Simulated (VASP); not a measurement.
# Mg (P6_3/mmc) in VASP: a series of runs

The runs below take Mg through single point, relaxation of cell and atoms, with LDA.

Program: VASP 6.6.1. These are calculated values, not measurements. Logs are shortened: lines on timing, memory, paths and dates and some standing lists are left out, and cuts for length are marked.

## (1) The cell of the first run

The structure is hexagonal, space group P6_3/mmc (No. 194). The conventional cell has a = 3.133 Å, b = 3.133 Å, c = 5.085 Å, α = 90.00°, β = 90.00°, γ = 120.00°. Mg (site symmetry -6m2) has 12 Mg at 3.12 to 3.13 Å within 4.1 Å.

## (2) Single point, LDA

The input, INCAR:

```
PREC     = Accurate       # precision mode
ENCUT    = 520            # plane-wave cutoff, eV
EDIFF    = 1E-7           # SCF threshold, eV
ISMEAR   = 1              # smearing method
SIGMA    = 0.03           # smearing width, eV
LREAL    = F              # projectors in reciprocal space
LASPH    = T              # aspherical terms in the spheres
NELM     = 100            # most SCF steps
ALGO     = Normal         # electronic algorithm
ISIF     = 2              # what is computed and relaxed
LWAVE    = F              # write WAVECAR
LCHARG   = T              # write CHGCAR
GGA      = CA             # functional
LELF     = T              # ELF
LVHAR    = T            
NBANDS   = 9              # bands
```

The input, KPOINTS:

```
Automatic mesh
0
Gamma
  12 12 6
```

The input, POSCAR:

```
Mg
1.0
    3.1325008903      0.0000000000      0.0000000000
   -1.5662504451      2.7128253484      0.0000000000
    0.0000000000      0.0000000000      5.0848940941
Mg
2
Direct
    0.3333333333      0.6666666667      0.2500000000
    0.6666666667      0.3333333333      0.7500000000
```

Potentials or basis: VASP PAW LDA potentials, release 64 (Mg).

Command:

```bash
cat potpaw_LDA.64/Mg/POTCAR > POTCAR
mpirun -np 1 vasp_std > vasp.out
```

OUTCAR:

```text
PREC = Accurate
   ENCUT = 520
   EDIFF = 1E-7
   ISMEAR = 1
   LREAL = F
   LASPH = T
   NELM = 100
   ISIF = 2
   GGA = CA

 ion  position               nearest neighbor table
   1  0.333  0.667  0.250-   2 3.12   2 3.12   2 3.12   2 3.12   2 3.12   2 3.12
   2  0.667  0.333  0.750-   1 3.12   1 3.12   1 3.12   1 3.12   1 3.12   1 3.12

  LATTYP: Found a hexagonal cell.
 ALAT       =     3.1325008903
 C/A-ratio  =     1.6232698001

  Lattice vectors:

 A1 = (   3.1325008903,   0.0000000000,   0.0000000000)
 A2 = (  -1.5662504451,   2.7128253484,   0.0000000000)
 A3 = (   0.0000000000,   0.0000000000,   5.0848940941)

Analysis of symmetry for initial positions (statically):
=====================================================================
 Subroutine PRICEL returns:
 Original cell was already a primitive cell.

 Routine SETGRP: Setting up the symmetry group for a
 hexagonal supercell.

 Subroutine GETGRP returns: Found 24 space group operations
 (whereof 12 operations were pure point group operations)
 out of a pool of 24 trial point group operations.

The static configuration has the point symmetry D_3d.
 The point group associated with its full space group is D_6h.

Analysis of symmetry for dynamics (positions and initial velocities):
=====================================================================
 Subroutine PRICEL returns:
 Original cell was already a primitive cell.

 Routine SETGRP: Setting up the symmetry group for a
 hexagonal supercell.

 Subroutine GETGRP returns: Found 24 space group operations
 (whereof 12 operations were pure point group operations)
 out of a pool of 24 trial point group operations.

The dynamic configuration has the point symmetry D_3d.
 The point group associated with its full space group is D_6h.

 Subroutine INISYM returns: Found 24 space group operations
 (whereof 12 operations are pure point group operations),
 and found     1 'primitive' translations

----------------------------------------------------------------------------------------

                                     Primitive cell

  volume of cell :      43.2111

  direct lattice vectors                    reciprocal lattice vectors
     3.132500890  0.000000000  0.000000000     0.319233748  0.184309690  0.000000000
[... 89 lines left out ...]
   NSW    =      0    number of steps for IOM
   IBRION =     -1    ionic relax: 0-MD 1-quasi-New 2-CG
   NFREE  =      0    steps in history (QN), initial steepest desc. (CG)
   ISIF   =      2    stress and relaxation
   ISYM   =      2    0-nonsym 1-usesym 2-fastsym
   POTIM  = 0.5000    time-step for ionic-motion
   TEBEG  =    0.0;   TEEND  =   0.0 temperature during run
   PSTRESS=    0.0 pullay stress
   NELECT =       4.0000    total number of electrons
   NUPDOWN=      -1.0000    fix difference up-down
   EMIN   =  10.00;   EMAX   =-10.00  energy-range for DOS
   EFERMI =   0.00;   METHOD = LEGACY
   ISMEAR =     1;   SIGMA  =   0.03  broadening in eV -4-tet -1-fermi 0-gaus
   EFERMI_NEDOS =   21; number of points for ismear=-14 and -15
   IALGO  =     38    algorithm
   IMIX   =      4    mixing-type and parameters
     AMIX     =   0.40;   BMIX     =  1.00
     AMIX_MAG =   1.60;   BMIX_MAG =  1.00
  volume/ion in A,a.u.               =      21.61       145.80
  Fermi-wavevector in a.u.,A,eV,Ry     =   0.740565  1.399465  7.461932  0.548437
  Thomas-Fermi vector in A             =   1.834998
   LORBIT       =      0    0 simple, 1 ext, 2 COOP (PROOUT), +10 PAW based schemes
   GGA     = CA    functional components
   LHFCALC =     F    Hartree Fock is set to
   AEXX    =    0.0000 exact exchange contribution
   IVDW    =     0    specifies the selected vdW correction
   LEPSILON=     F    determine dielectric tensor
   LRPA    =     F    only Hartree local field effects (RPA)
 non-spin polarized calculation
 Methfessel and Paxton  Order N= 1 SIGMA  =   0.03
  energy-cutoff  :      520.00
  volume of cell :       43.21
 maximum number of plane-waves:      1182
 NGX is ok and might be reduce to    24
   NGX = 11   NGY = 11   NGZ = 19

 number of electron       4.0000000 magnetization

 Free energy of the ion-electron system (eV)
  ---------------------------------------------------
  ext. energy  EPLUGINS =         0.00000000
  ---------------------------------------------------
  free energy    TOTEN  =        -3.62114599 eV

  energy without entropy =       -3.62127800  energy(sigma->0) =       -3.62118999

 E-fermi :   2.6957     XC(G=0):  -8.8771

 val. band max:        2.6867903163   @ k =   0.3333   0.3333   0.3333
 cond. band min:       2.7173113557   @ k =   0.2500   0.0833   0.0000
 fundamental gap:      0.0305210395
 Fermi energy:         2.6957423777

 k-point     1 :       0.0000    0.0000    0.0000
  band No.  band energies     occupation
      1      -4.3923      2.00000
      2       1.0411      2.00000
      3       1.5208      2.00000
      4      14.0385      0.00000
      5      14.0385      0.00000
      6      14.2073      0.00000
      7      14.2073      0.00000
      8      14.9612      0.00000
      9      16.7339      0.00000
[... 265 lines left out ...]
 k-point    24 :       0.3333    0.0000    0.1667
  band No.  band energies     occupation
      1      -1.9870      2.00000
      2       1.6918      2.00000
      3       4.3619      0.00000
      4       5.6207      0.00000
      5       8.0115      0.00000
      6      10.5166      0.00000
      7      10.7796      0.00000
      8      12.6913      0.00000
      9      13.7171      0.00000

 [... further k-points ...]

------------------------ aborting loop because EDIFF is reached ----------------------------------------

  FORCE on cell =-STRESS in cart. coord.  units (eV):
  Direction    XX          YY          ZZ          XY          YZ          ZX
  --------------------------------------------------------------------------------------
  -------------------------------------------------------------------------------------
  Total        0.0586021      0.0586021     -0.3796931      0.0000000      0.0000000      0.0000000
  in kB        2.1728454      2.1728454    -14.0782406      0.0000000      0.0000000      0.0000000
  external PRESSURE =      -3.2441832 kB  Pullay stress =       0.0000000 kB

 VOLUME and BASIS-vectors are now :
 -----------------------------------------------------------------------------
  energy-cutoff  :      520.00
  volume of cell :       43.21
      direct lattice vectors                 reciprocal lattice vectors
     3.132500890  0.000000000  0.000000000     0.319233748  0.184309690  0.000000000
    -1.566250445  2.712825348  0.000000000     0.000000000  0.368619381  0.000000000
     0.000000000  0.000000000  5.084894094     0.000000000  0.000000000  0.196660930

 POSITION                                       TOTAL-FORCE (eV/Angst)
 -----------------------------------------------------------------------------------
     -0.00000      1.80855      1.27122        -0.000000      0.000000      0.000000
      1.56625      0.90428      3.81367         0.000000      0.000000      0.000000
 -----------------------------------------------------------------------------------
    total drift:                               -0.000000      0.000000     -0.000000

  FREE ENERGIE OF THE ION-ELECTRON SYSTEM (eV)
  ---------------------------------------------------
  free  energy   TOTEN  =        -3.6211459872 eV

  energy  without entropy=       -3.6212780045  energy(sigma->0) =       -3.62118999
```

It took 31 s on 1 thread of AMD EPYC 7R13, shared host; peak memory 0.13 GiB.

What came out:

```
Free energy            : -3.6211 eV
Pressure               : -0.3 GPa
Band gap on the k mesh : zero (bands 2 and 3 overlap by 2.29 eV)
```

Stress tensor (GPa, compression positive):
```
 0.22  0.00  0.00
 0.00  0.22  0.00
 0.00  0.00 -1.41
```

## (3) Single point, LDA

The input, INCAR:

```
  ALGO = Normal
  EDIFF = 1E-6
  ENCUT = 520
  ISIF = 2
  ISMEAR = 1
  LASPH = True
  LCHARG = False
  LREAL = False
  LWAVE = False
  NBANDS = 9
  NELM = 100
  PREC = Accurate
  SIGMA = 0.1
```

The input, KPOINTS:

```
k-points
0
Gamma
  12 12 6
```

POSCAR is that of step 2.

Potentials or basis: VASP PAW LDA potentials, release 64 (Mg).

Command:

```bash
cat potpaw_LDA.64/Mg/POTCAR > POTCAR
mpirun -np 1 vasp_std > vasp.out
```

OUTCAR:

```text
EDIFF = 1E-6
   ENCUT = 520
   ISIF = 2
   ISMEAR = 1
   LASPH = True
   LREAL = False
   NELM = 100
   PREC = Accurate

 ion  position               nearest neighbor table
   1  0.333  0.667  0.250-   2 3.12   2 3.12   2 3.12   2 3.12   2 3.12   2 3.12
   2  0.667  0.333  0.750-   1 3.12   1 3.12   1 3.12   1 3.12   1 3.12   1 3.12

  LATTYP: Found a hexagonal cell.
 ALAT       =     3.1325008903
 C/A-ratio  =     1.6232698001

  Lattice vectors:

 A1 = (   3.1325008903,   0.0000000000,   0.0000000000)
 A2 = (  -1.5662504451,   2.7128253484,   0.0000000000)
 A3 = (   0.0000000000,   0.0000000000,   5.0848940941)

Analysis of symmetry for initial positions (statically):
=====================================================================
 Subroutine PRICEL returns:
 Original cell was already a primitive cell.

 Routine SETGRP: Setting up the symmetry group for a
 hexagonal supercell.

 Subroutine GETGRP returns: Found 24 space group operations
 (whereof 12 operations were pure point group operations)
 out of a pool of 24 trial point group operations.

The static configuration has the point symmetry D_3d.
 The point group associated with its full space group is D_6h.

Analysis of symmetry for dynamics (positions and initial velocities):
=====================================================================
 Subroutine PRICEL returns:
 Original cell was already a primitive cell.

 Routine SETGRP: Setting up the symmetry group for a
 hexagonal supercell.

 Subroutine GETGRP returns: Found 24 space group operations
 (whereof 12 operations were pure point group operations)
 out of a pool of 24 trial point group operations.

The dynamic configuration has the point symmetry D_3d.
 The point group associated with its full space group is D_6h.

 Subroutine INISYM returns: Found 24 space group operations
 (whereof 12 operations are pure point group operations),
 and found     1 'primitive' translations

----------------------------------------------------------------------------------------

                                     Primitive cell

  volume of cell :      43.2111

  direct lattice vectors                    reciprocal lattice vectors
     3.132500890  0.000000000  0.000000000     0.319233748  0.184309690  0.000000000
    -1.566250445  2.712825348  0.000000000     0.000000000  0.368619381  0.000000000
     0.000000000  0.000000000  5.084894094     0.000000000  0.000000000  0.196660930

  length of vectors
     3.132500890  3.132500890  5.084894094     0.368619381  0.368619381  0.196660930

  position of ions in fractional coordinates (direct lattice)
     0.333333333  0.666666667  0.250000000
     0.666666667  0.333333333  0.750000000

  ion indices of the primitive-cell ions
   primitive index   ion index
                 1           1
                 2           2

----------------------------------------------------------------------------------------

 KPOINTS: k-points

Automatic generation of k-mesh.
 Grid dimensions read from file:
 generate k-points for:   12   12    6
[... 21 lines left out ...]
  0.000000  0.000000  0.000000      1.000000
  0.083333 -0.000000  0.000000      6.000000
  0.166667 -0.000000  0.000000      6.000000
  0.250000 -0.000000  0.000000      6.000000
  0.333333  0.000000  0.000000      6.000000
  0.416667  0.000000  0.000000      6.000000
[... 16 lines left out ...]
  0.250000 -0.000000  0.166667     12.000000
  0.333333  0.000000  0.166667     12.000000
 [... further k-points ...]
   k-points           NKPTS =     76   k-points in BZ     NKDIM =     76   number of bands    NBANDS=      9
   number of dos      NEDOS =    301   number of ions     NIONS =      2
   total plane-waves  NPLWV =  23040
   dimension x,y,z NGX =    24 NGY =   24 NGZ =   40
   dimension x,y,z NGXF=    48 NGYF=   48 NGZF=   80
   ions per type =               2
   NGX,Y,Z   is equivalent  to a cutoff of  12.74, 12.74, 13.08 a.u.
   NGXF,Y,Z  is equivalent  to a cutoff of  25.47, 25.47, 26.16 a.u.
 SYSTEM =  unknown system
   PREC   = accura    normal or accurate (medium, high low for compatibility)
   ISTART =      0    job   : 0-new  1-cont  2-samecut
   ICHARG =      2    charge: 1-file 2-atom 10-const
   ISPIN  =      1    spin polarized calculation?
   LNONCOLLINEAR =      F non collinear calculations
   LSORBIT =      F    spin-orbit coupling
   LASPH  =      T    aspherical Exc in radial PAW
   ENCUT  =  520.0 eV  38.22 Ry    6.18 a.u.   5.82  5.82  9.45*2*pi/ulx,y,z
   NELM   =    100;   NELMIN=  2; NELMDL= -5     # of ELM steps
   EDIFF  = 0.1E-05   stopping-criterion for ELM
   LREAL  =      F    real-space projection
   EDIFFG = 0.1E-04   stopping-criterion for IOM
   NSW    =      0    number of steps for IOM
   IBRION =     -1    ionic relax: 0-MD 1-quasi-New 2-CG
   NFREE  =      0    steps in history (QN), initial steepest desc. (CG)
   ISIF   =      2    stress and relaxation
   ISYM   =      2    0-nonsym 1-usesym 2-fastsym
   POTIM  = 0.5000    time-step for ionic-motion
   TEBEG  =    0.0;   TEEND  =   0.0 temperature during run
   PSTRESS=    0.0 pullay stress
   NELECT =       4.0000    total number of electrons
   NUPDOWN=      -1.0000    fix difference up-down
   EMIN   =  10.00;   EMAX   =-10.00  energy-range for DOS
   EFERMI =   0.00;   METHOD = LEGACY
   ISMEAR =     1;   SIGMA  =   0.10  broadening in eV -4-tet -1-fermi 0-gaus
   EFERMI_NEDOS =   21; number of points for ismear=-14 and -15
   IALGO  =     38    algorithm
   IMIX   =      4    mixing-type and parameters
     AMIX     =   0.40;   BMIX     =  1.00
     AMIX_MAG =   1.60;   BMIX_MAG =  1.00
  volume/ion in A,a.u.               =      21.61       145.80
  Fermi-wavevector in a.u.,A,eV,Ry     =   0.740565  1.399465  7.461932  0.548437
  Thomas-Fermi vector in A             =   1.834998
   LORBIT       =      0    0 simple, 1 ext, 2 COOP (PROOUT), +10 PAW based schemes
   GGA     = CA    functional components
   LHFCALC =     F    Hartree Fock is set to
   AEXX    =    0.0000 exact exchange contribution
   IVDW    =     0    specifies the selected vdW correction
   LEPSILON=     F    determine dielectric tensor
   LRPA    =     F    only Hartree local field effects (RPA)
 non-spin polarized calculation
 Methfessel and Paxton  Order N= 1 SIGMA  =   0.10
  energy-cutoff  :      520.00
  volume of cell :       43.21
 maximum number of plane-waves:      1182
 NGX is ok and might be reduce to    24
   NGX = 11   NGY = 11   NGZ = 19

 number of electron       4.0000000 magnetization

 Free energy of the ion-electron system (eV)
  ---------------------------------------------------
  ext. energy  EPLUGINS =         0.00000000
  ---------------------------------------------------
  free energy    TOTEN  =        -3.62188043 eV

  energy without entropy =       -3.61968007  energy(sigma->0) =       -3.62114698

 E-fermi :   2.7070     XC(G=0):  -8.8772

 val. band max:        2.6860839664   @ k =   0.3333   0.3333   0.3333
 cond. band min:       2.7168118089   @ k =   0.2500  -0.0000   0.0000
 fundamental gap:      0.0307278424
 Fermi energy:         2.7069744772

 k-point     1 :       0.0000    0.0000    0.0000
  band No.  band energies     occupation
      1      -4.3924      2.00000
      2       1.0413      2.00000
      3       1.5201      2.00000
      4      14.0385      0.00000
      5      14.0385      0.00000
      6      14.2066      0.00000
      7      14.2066      0.00000
      8      14.9614      0.00000
      9      16.7333      0.00000
[... 265 lines left out ...]
 k-point    24 :       0.3333    0.0000    0.1667
  band No.  band energies     occupation
      1      -1.9872      2.00000
      2       1.6916      2.00000
      3       4.3616     -0.00000
      4       5.6205      0.00000
      5       8.0113      0.00000
      6      10.5163      0.00000
      7      10.7794      0.00000
      8      12.6912      0.00000
      9      13.7169      0.00000

 [... further k-points ...]

------------------------ aborting loop because EDIFF is reached ----------------------------------------

  FORCE on cell =-STRESS in cart. coord.  units (eV):
  Direction    XX          YY          ZZ          XY          YZ          ZX
  --------------------------------------------------------------------------------------
  -------------------------------------------------------------------------------------
  Total       -0.0044441     -0.0044441     -0.2433613     -0.0000000      0.0000000      0.0000000
  in kB       -0.1647791     -0.1647791     -9.0233372     -0.0000000      0.0000000      0.0000000
  external PRESSURE =      -3.1176318 kB  Pullay stress =       0.0000000 kB

 VOLUME and BASIS-vectors are now :
 -----------------------------------------------------------------------------
  energy-cutoff  :      520.00
  volume of cell :       43.21
      direct lattice vectors                 reciprocal lattice vectors
     3.132500890  0.000000000  0.000000000     0.319233748  0.184309690  0.000000000
    -1.566250445  2.712825348  0.000000000     0.000000000  0.368619381  0.000000000
     0.000000000  0.000000000  5.084894094     0.000000000  0.000000000  0.196660930

 POSITION                                       TOTAL-FORCE (eV/Angst)
 -----------------------------------------------------------------------------------
     -0.00000      1.80855      1.27122         0.000000     -0.000000      0.000000
      1.56625      0.90428      3.81367        -0.000000      0.000000      0.000000
 -----------------------------------------------------------------------------------
    total drift:                               -0.000000      0.000000     -0.000000

  FREE ENERGIE OF THE ION-ELECTRON SYSTEM (eV)
  ---------------------------------------------------
  free  energy   TOTEN  =        -3.6218804336 eV

  energy  without entropy=       -3.6196800669  energy(sigma->0) =       -3.62114698
```

OSZICAR:

```text
N       E                     dE             d eps       ncg     rms          rms(c)
DAV:   1    -0.939241310413E+00   -0.93924E+00   -0.13784E+03  1368   0.326E+02
DAV:   2    -0.360813766438E+01   -0.26689E+01   -0.25537E+01  1895   0.270E+01
DAV:   3    -0.364272117784E+01   -0.34584E-01   -0.33695E-01  1761   0.258E+00
DAV:   4    -0.364281356152E+01   -0.92384E-04   -0.92354E-04  1788   0.133E-01
DAV:   5    -0.364281396242E+01   -0.40091E-06   -0.40096E-06  1695   0.809E-03    0.938E-01
DAV:   6    -0.363111312769E+01    0.11701E-01   -0.56436E-04  1598   0.132E-01    0.596E-01
DAV:   7    -0.362188951692E+01    0.92236E-02   -0.19460E-03  1420   0.242E-01    0.300E-02
DAV:   8    -0.362188152408E+01    0.79928E-05   -0.15927E-05  1974   0.205E-02    0.679E-03
DAV:   9    -0.362188044841E+01    0.10757E-05   -0.69823E-07  1369   0.389E-03    0.583E-04
DAV:  10    -0.362188043356E+01    0.14852E-07   -0.60623E-09   831   0.417E-04
   1 F= -.36218804E+01 E0= -.36211470E+01  d E =-.220037E-02
```

stdout:

```text
POSCAR found type information on POSCAR Mg
 POSCAR found :  1 types and       2 ions
 scaLAPACK will be used
 LDA part: xc-table for (Slater(with rela. corr.)+CA(PZ))
 , standard interpolation
 POSCAR, INCAR and KPOINTS ok, starting setup
 FFT: planning ... GRIDC
 FFT: planning ... GRID_SOFT
 FFT: planning ... GRID
 WAVECAR not read
 entering main loop
```

Wall time 31 s (1 thread of AMD EPYC 7R13, shared host); peak memory 0.13 GiB.

Results:

```
Free energy            : -3.6219 eV
Pressure               : -0.3 GPa
Band gap on the k mesh : zero (bands 2 and 3 overlap by 2.29 eV)
```

Stress tensor (GPa, compression positive):
```
-0.02  0.00  0.00
 0.00 -0.02  0.00
 0.00  0.00 -0.90
```

[end of part 1 of 2]
